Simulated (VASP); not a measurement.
# K2AlRu4 (P4mm) in VASP: single point with PBE

Aim: the single point of K2AlRu4 with PBE.

Everything below comes from runs of VASP 6.6.1. Logs are shortened: lines on timing, memory, paths and dates and some standing lists are left out, and cuts for length are marked.

### 1 The cell of the first run

Symmetry: P4mm, No. 99, tetragonal system. The conventional cell has a = 4.568 Å, b = 4.568 Å, c = 7.593 Å, α = 90.00°, β = 90.00°, γ = 90.00°. Within 4.2 Å of K (site symmetry 2mm) lie 4 K at 3.23 Å and 2 Al at 3.43 Å and 6 Ru at 3.45 to 4.08 Å. Al (site symmetry 4mm) has 9 Ru at 2.44 to 3.27 Å within 3.3 Å. Within 3.3 Å of Ru (site symmetry 2mm) lie 8 Ru at 2.46 to 3.23 Å and 2 Al at 2.74 Å. Within 3.2 Å of Ru (site symmetry 4mm) lie 1 Al at 2.44 Å and 4 Ru at 2.46 Å. Ru (site symmetry 4mm) has 4 Ru at 2.49 Å and 4 Al at 3.27 Å within 3.3 Å.

### 2 Single point, PBE

Contents of INCAR:

```
PREC     = Accurate       # precision mode
ENCUT    = 520            # plane-wave cutoff, eV
EDIFF    = 1E-6           # SCF threshold, eV
ISMEAR   = 0              # smearing method
SIGMA    = 0.1            # smearing width, eV
LREAL    = False          # projectors in reciprocal space
LASPH    = True           # aspherical terms in the spheres
NELM     = 80             # most SCF steps
ALGO     = Fast           # electronic algorithm
ISIF     = 2              # what is computed and relaxed
LWAVE    = False          # write WAVECAR
LCHARG   = False          # write CHGCAR
GGA      = PE             # functional
NBANDS   = 48             # bands
```

Contents of KPOINTS:

```
regular mesh
0
Gamma
  8 8 4
```

Contents of POSCAR:

```
K2AlRu4
1.0
    4.5682199441      0.0000000000      0.0000000000
    0.0000000000      4.5682199441      0.0000000000
    0.0000000000      0.0000000000      7.5931797651
K Al Ru
2 1 4
Direct
    0.5000000000      0.0000000000      0.2636327131
    0.0000000000      0.5000000000      0.2636327131
    0.5000000000      0.5000000000      0.9259699531
    0.5000000000      0.0000000000      0.7260282188
    0.0000000000      0.5000000000      0.7260282188
    0.5000000000      0.5000000000      0.6044715541
    0.0000000000      0.0000000000      0.8568075587
```

Potentials or basis: VASP PAW PBE potentials, release 64 (K_sv, Al, Ru_pv).

The run is started by

```sh
$ cat potpaw_PBE.64/K_sv/POTCAR potpaw_PBE.64/Al/POTCAR potpaw_PBE.64/Ru_pv/POTCAR > POTCAR
$ mpirun -np 1 vasp_std > vasp.out
```

OUTCAR:

```text
PREC = Accurate
   ENCUT = 520
   EDIFF = 1E-6
   ISMEAR = 0
   LREAL = False
   LASPH = True
   NELM = 80
   ISIF = 2
   GGA = PE

 ion  position               nearest neighbor table
   1  0.500  0.000  0.264-   2 3.23   2 3.23   2 3.23   2 3.23   3 3.43   3 3.43   6 3.45   6 3.45
                             4 3.51
   2  0.000  0.500  0.264-   1 3.23   1 3.23   1 3.23   1 3.23   3 3.43   3 3.43   6 3.45   6 3.45
                             5 3.51
   3  0.500  0.500  0.926-   6 2.44   5 2.74   4 2.74   4 2.74   5 2.74   7 3.27   7 3.27   7 3.27
                             7 3.27   2 3.43   1 3.43   1 3.43   2 3.43
   4  0.500  0.000  0.726-   6 2.46   6 2.46   7 2.49   7 2.49   3 2.74   3 2.74   5 3.23   5 3.23
                             5 3.23   5 3.23   1 3.51
   5  0.000  0.500  0.726-   6 2.46   6 2.46   7 2.49   7 2.49   3 2.74   3 2.74   4 3.23   4 3.23
                             4 3.23   4 3.23   2 3.51
   6  0.500  0.500  0.604-   3 2.44   4 2.46   5 2.46   4 2.46   5 2.46   1 3.45   2 3.45   2 3.45
                             1 3.45
   7  0.000  0.000  0.857-   4 2.49   5 2.49   5 2.49   4 2.49   3 3.27   3 3.27   3 3.27   3 3.27

  LATTYP: Found a simple tetragonal cell.
 ALAT       =     4.5682199441
 C/A-ratio  =     1.6621747328

  Lattice vectors:

 A1 = (   4.5682199441,   0.0000000000,   0.0000000000)
 A2 = (   0.0000000000,   4.5682199441,   0.0000000000)
 A3 = (   0.0000000000,   0.0000000000,   7.5931797651)

Analysis of symmetry for initial positions (statically):
=====================================================================
 Subroutine PRICEL returns:
 Original cell was already a primitive cell.

 Routine SETGRP: Setting up the symmetry group for a
 simple tetragonal supercell.

 Subroutine GETGRP returns: Found  8 space group operations
 (whereof  8 operations were pure point group operations)
 out of a pool of 16 trial point group operations.

The static configuration has the point symmetry C_4v.

Analysis of symmetry for dynamics (positions and initial velocities):
=====================================================================
 Subroutine PRICEL returns:
 Original cell was already a primitive cell.

 Routine SETGRP: Setting up the symmetry group for a
 simple tetragonal supercell.

 Subroutine GETGRP returns: Found  8 space group operations
 (whereof  8 operations were pure point group operations)
 out of a pool of 16 trial point group operations.

The dynamic configuration has the point symmetry C_4v.

 Subroutine INISYM returns: Found  8 space group operations
 (whereof  8 operations are pure point group operations),
 and found     1 'primitive' translations

----------------------------------------------------------------------------------------

                                     Primitive cell

  volume of cell :     158.4593

  direct lattice vectors                    reciprocal lattice vectors
     4.568219944  0.000000000  0.000000000     0.218903646  0.000000000  0.000000000
     0.000000000  4.568219944  0.000000000     0.000000000  0.218903646  0.000000000
     0.000000000  0.000000000  7.593179765     0.000000000  0.000000000  0.131697132

  length of vectors
     4.568219944  4.568219944  7.593179765     0.218903646  0.218903646  0.131697132

  position of ions in fractional coordinates (direct lattice)
     0.500000000  0.000000000  0.263632713
     0.000000000  0.500000000  0.263632713
     0.500000000  0.500000000  0.925969953
     0.500000000  0.000000000  0.726028219
     0.000000000  0.500000000  0.726028219
     0.500000000  0.500000000  0.604471554
     0.000000000  0.000000000  0.856807559

  ion indices of the primitive-cell ions
   primitive index   ion index
                 1           1
                 2           2
                 3           3
                 4           4
                 5           5
                 6           6
                 7           7

----------------------------------------------------------------------------------------

 KPOINTS: regular mesh

Automatic generation of k-mesh.
 Grid dimensions read from file:
 generate k-points for:    8    8    4

 Generating k-lattice:

  Cartesian coordinates                     Fractional coordinates (reciprocal lattice)
     0.027362956  0.000000000  0.000000000     0.125000000  0.000000000  0.000000000
     0.000000000  0.027362956  0.000000000     0.000000000  0.125000000  0.000000000
     0.000000000  0.000000000  0.032924283     0.000000000  0.000000000  0.250000000

  Length of vectors
     0.027362956  0.027362956  0.032924283

  Shift w.r.t. Gamma in fractional coordinates (k-lattice)
     0.000000000  0.000000000  0.000000000

 Subroutine IBZKPT returns following result:
 ===========================================

 Found     45 irreducible k-points:

 Following reciprocal coordinates:
            Coordinates               Weight
  0.000000  0.000000  0.000000      1.000000
  0.125000  0.000000  0.000000      4.000000
  0.250000  0.000000  0.000000      4.000000
  0.375000  0.000000  0.000000      4.000000
  0.500000  0.000000  0.000000      2.000000
  0.125000  0.125000  0.000000      4.000000
[... 16 lines left out ...]
  0.375000  0.125000  0.250000     16.000000
  0.500000  0.125000  0.250000      8.000000
 [... further k-points ...]
   k-points           NKPTS =     45   k-points in BZ     NKDIM =     45   number of bands    NBANDS=     48
   number of dos      NEDOS =    301   number of ions     NIONS =      7
   total plane-waves  NPLWV =  72576
   dimension x,y,z NGX =    36 NGY =   36 NGZ =   56
   dimension x,y,z NGXF=    72 NGYF=   72 NGZF=  112
   ions per type =               2   1   4
   NGX,Y,Z   is equivalent  to a cutoff of  13.10, 13.10, 12.26 a.u.
   NGXF,Y,Z  is equivalent  to a cutoff of  26.20, 26.20, 24.52 a.u.
 SYSTEM =  unknown system
   PREC   = accura    normal or accurate (medium, high low for compatibility)
   ISTART =      0    job   : 0-new  1-cont  2-samecut
   ICHARG =      2    charge: 1-file 2-atom 10-const
   ISPIN  =      1    spin polarized calculation?
   LNONCOLLINEAR =      F non collinear calculations
   LSORBIT =      F    spin-orbit coupling
   LASPH  =      T    aspherical Exc in radial PAW
   ENCUT  =  520.0 eV  38.22 Ry    6.18 a.u.   8.49  8.49 14.12*2*pi/ulx,y,z
   NELM   =     80;   NELMIN=  2; NELMDL= -5     # of ELM steps
   EDIFF  = 0.1E-05   stopping-criterion for ELM
   LREAL  =      F    real-space projection
   EDIFFG = 0.1E-04   stopping-criterion for IOM
   NSW    =      0    number of steps for IOM
   IBRION =     -1    ionic relax: 0-MD 1-quasi-New 2-CG
   NFREE  =      0    steps in history (QN), initial steepest desc. (CG)
   ISIF   =      2    stress and relaxation
   ISYM   =      2    0-nonsym 1-usesym 2-fastsym
   POTIM  = 0.5000    time-step for ionic-motion
   TEBEG  =    0.0;   TEEND  =   0.0 temperature during run
   PSTRESS=    0.0 pullay stress
   NELECT =      77.0000    total number of electrons
   NUPDOWN=      -1.0000    fix difference up-down
   EMIN   =  10.00;   EMAX   =-10.00  energy-range for DOS
   EFERMI =   0.00;   METHOD = LEGACY
   ISMEAR =     0;   SIGMA  =   0.10  broadening in eV -4-tet -1-fermi 0-gaus
   EFERMI_NEDOS =   21; number of points for ismear=-14 and -15
   IALGO  =     68    algorithm
   IMIX   =      4    mixing-type and parameters
     AMIX     =   0.40;   BMIX     =  1.00
     AMIX_MAG =   1.60;   BMIX_MAG =  1.00
  volume/ion in A,a.u.               =      22.64       152.76
  Fermi-wavevector in a.u.,A,eV,Ry     =   1.287061  2.432193 22.538409  1.656526
  Thomas-Fermi vector in A             =   2.419098
   LORBIT       =      0    0 simple, 1 ext, 2 COOP (PROOUT), +10 PAW based schemes
   GGA     = PE    functional components
   LHFCALC =     F    Hartree Fock is set to
   AEXX    =    0.0000 exact exchange contribution
   IVDW    =     0    specifies the selected vdW correction
   LEPSILON=     F    determine dielectric tensor
   LRPA    =     F    only Hartree local field effects (RPA)
 non-spin polarized calculation
 RMM-DIIS sequential band-by-band and
 Gauss-broadening in eV      SIGMA  =   0.10
  energy-cutoff  :      520.00
  volume of cell :      158.46
 maximum number of plane-waves:      4292
 NGX is ok and might be reduce to    36
   NGX = 17   NGY = 17   NGZ = 29

 number of electron      77.0000017 magnetization

 Free energy of the ion-electron system (eV)
  ---------------------------------------------------
  ext. energy  EPLUGINS =         0.00000000
  ---------------------------------------------------
  free energy    TOTEN  =       -38.46099831 eV

  energy without entropy =      -38.42490520  energy(sigma->0) =      -38.44295175

 E-fermi :   5.4181     XC(G=0):  -9.9966

 val. band max:        5.4147938604   @ k =   0.0000   0.0000   0.0000
 cond. band min:       5.4329166591   @ k =   0.5000   0.1250   0.0000
 fundamental gap:      0.0181227987
 Fermi energy:         5.4181278888

 k-point     1 :       0.0000    0.0000    0.0000
  band No.  band energies     occupation
      1     -37.9481      2.00000
      2     -37.9481      2.00000
      3     -37.7125      2.00000
      4     -37.7125      2.00000
      5     -37.2216      2.00000
      6     -37.1931      2.00000
[... 40 lines left out ...]
     47       9.1366      0.00000
     48       9.2355      0.00000

 k-point     2 :       0.1250    0.0000    0.0000
  band No.  band energies     occupation
      1     -37.9435      2.00000
      2     -37.9200      2.00000
      3     -37.7173      2.00000
      4     -37.6914      2.00000
      5     -37.2359      2.00000
      6     -37.2071      2.00000
[... 40 lines left out ...]
     47       8.5701      0.00000
     48       9.2114      0.00000

 k-point     3 :       0.2500    0.0000    0.0000
  band No.  band energies     occupation
      1     -37.9314      2.00000
      2     -37.8400      2.00000
      3     -37.7297      2.00000
      4     -37.6317      2.00000
      5     -37.2948      2.00000
      6     -37.2586      2.00000
[... 1060 lines left out ...]
     47       8.3499      0.00000
     48       9.1991      0.00000

 k-point    24 :       0.5000    0.1250    0.2500
  band No.  band energies     occupation
      1     -37.8884      2.00000
      2     -37.7322      2.00000
      3     -37.6052      2.00000
      4     -37.5196      2.00000
      5     -37.4443      2.00000
      6     -37.4342      2.00000
[... 40 lines left out ...]
     47       8.2264      0.00000
     48       9.2429      0.00000

 [... further k-points ...]

------------------------ aborting loop because EDIFF is reached ----------------------------------------

  FORCE on cell =-STRESS in cart. coord.  units (eV):
  Direction    XX          YY          ZZ          XY          YZ          ZX
  --------------------------------------------------------------------------------------
  -------------------------------------------------------------------------------------
  Total        0.0925563      0.0925563      0.0320837      0.0000000      0.0000000      0.0000000
  in kB        0.9358337      0.9358337      0.3243977      0.0000000      0.0000000      0.0000000
  external PRESSURE =       0.7320217 kB  Pullay stress =       0.0000000 kB

 VOLUME and BASIS-vectors are now :
 -----------------------------------------------------------------------------
  energy-cutoff  :      520.00
  volume of cell :      158.46
      direct lattice vectors                 reciprocal lattice vectors
     4.568219944  0.000000000  0.000000000     0.218903646  0.000000000  0.000000000
     0.000000000  4.568219944  0.000000000     0.000000000  0.218903646  0.000000000
     0.000000000  0.000000000  7.593179765     0.000000000  0.000000000  0.131697132

 POSITION                                       TOTAL-FORCE (eV/Angst)
 -----------------------------------------------------------------------------------
      2.28411      0.00000      2.00181         0.000000      0.000000     -0.000137
      0.00000      2.28411      2.00181         0.000000      0.000000     -0.000137
      2.28411      2.28411      7.03106        -0.000000      0.000000      0.002856
      2.28411      0.00000      5.51286        -0.000000      0.000000      0.002368
      0.00000      2.28411      5.51286        -0.000000     -0.000000      0.002368
      2.28411      2.28411      4.58986        -0.000000      0.000000     -0.027471
      0.00000      0.00000      6.50589        -0.000000      0.000000      0.020154
 -----------------------------------------------------------------------------------
    total drift:                                0.000000      0.000000      0.000961

  FREE ENERGIE OF THE ION-ELECTRON SYSTEM (eV)
  ---------------------------------------------------
  free  energy   TOTEN  =       -38.4609983111 eV

  energy  without entropy=      -38.4249051975  energy(sigma->0) =      -38.44295175
```

It took 5.2 min on 1 thread of AMD EPYC 9R45 (Zen 5), shared host; peak memory 0.41 GiB.

What came out:

- Free energy: -38.4610 eV
- Pressure: 0.1 GPa
- Largest force: 0.027 eV/Å
- Band gap on the k mesh: zero (an odd number of electrons rules out a gap without spin polarisation)

Forces in eV/Å, atoms in the order of the input:
```
K    0.000  0.000  0.000
K    0.000  0.000  0.000
Al   0.000  0.000  0.003
Ru   0.000  0.000  0.002
Ru   0.000  0.000  0.002
Ru   0.000  0.000 -0.027
Ru   0.000  0.000  0.020
```

Levels at points of the mesh, in eV from the Fermi level:
```
           k point  band 34  band 35  band 36  band 37  band 38  band 39  band 40  band 41  band 42  band 43
(0.00, 0.00, 0.00)    -1.54    -1.46    -1.21    -1.21    -1.10    -1.10    -0.12     0.00     1.10     1.13
(0.50, 0.00, 0.00)    -1.69    -1.46    -1.08    -1.02    -0.29    -0.03     0.35     0.45     1.09     1.41
(0.50, 0.50, 0.00)    -1.04    -0.88    -0.08    -0.08     0.35     0.35     0.93     0.94     0.94     0.96
(0.00, 0.00, 0.50)    -1.52    -1.47    -1.22    -1.19    -1.19    -1.07    -0.12     0.67     0.95     0.95
(0.50, 0.00, 0.50)    -1.57    -1.46    -1.35    -1.07    -0.74     0.36     0.45     0.66     1.15     1.26
(0.50, 0.50, 0.50)    -0.99    -0.85    -0.41    -0.41     0.24     0.24     0.94     0.95     1.20     1.20
```
